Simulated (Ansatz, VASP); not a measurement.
**Mg in VASP and in Ansatz**

Contents of INCAR:

```
SYSTEM = Mg
ALGO = Normal
EDIFF = 1E-6
ENCUT = 520
GGA = PE
ISIF = 2
ISMEAR = 0
LASPH = .True.
LCHARG = .False.
LREAL = .False.
LWAVE = .False.
NBANDS = 7
NELM = 80
PREC = Accurate
SIGMA = 0.15
```

Contents of KPOINTS:

```
k-points
0
Gamma
  18 18 16
  0 0 0
```

The input POSCAR:

```
Mg
1.0
    3.2943237845      0.0000000000      0.0000000000
   -1.6471618923      2.8529680857      0.0000000000
    0.0000000000      0.0000000000      2.8012505644
Mg
1
Direct
    0.0000000000      0.0000000000      0.0000000000
```

Input for Ansatz:

```yaml
crystal:
  lattice:
    - [3.2943237845, 0.0, 0.0]
    - [-1.6471618923, 2.8529680857, 0.0]
    - [0.0, 0.0, 2.8012505644]
  atoms:
    - { symbol: Mg, position: [0.0, 0.0, 0.0] }
basis:
  ecutwfc: 420
kpoints:
  mp_grid: { grid: [18, 18, 16] }
hamiltonian:
  xc: pbe
scf:
  occupations: { method: gaussian, width: 0.15 }
output:
  forces: true
  stress: true
  eigenvalues: true
```

Change from the starting cell: strain +0.080 along x and y, -0.080 along z, atoms carried along.

Alike in both runs: task single point; functional PBE; k mesh 18 × 18 × 16; occupations gaussian, width 0.15 eV; no spin polarisation.

|  | VASP | Ansatz |
| --- | --- | --- |
| version | VASP 6.6.1 | Ansatz 0.2.0 |
| potentials or method | VASP PAW PBE potentials, release 64 (Mg), cutoff 520 eV | scalar-relativistic, plane waves, PAW |
| valence electrons in the cell | 2 | 10 |

Ansatz gave:

```
gap on the k mesh at the Fermi level (eV)                     : none
pressure (GPa)                                                : -0.1
traceless stress, the component that is largest in VASP (GPa) : 7.13
```

Q: Estimate VASP's values.

A: gap on the k mesh at the Fermi level (eV): none; pressure (GPa): -0.2; traceless stress, the component that is largest in VASP (GPa): 7.14.

A gap of «none» marks a metal or a gap that the smearing closes. VASP's potentials hold 2 valence electrons a cell and Ansatz's 10, so a difference there can come from the potentials and not from the codes.
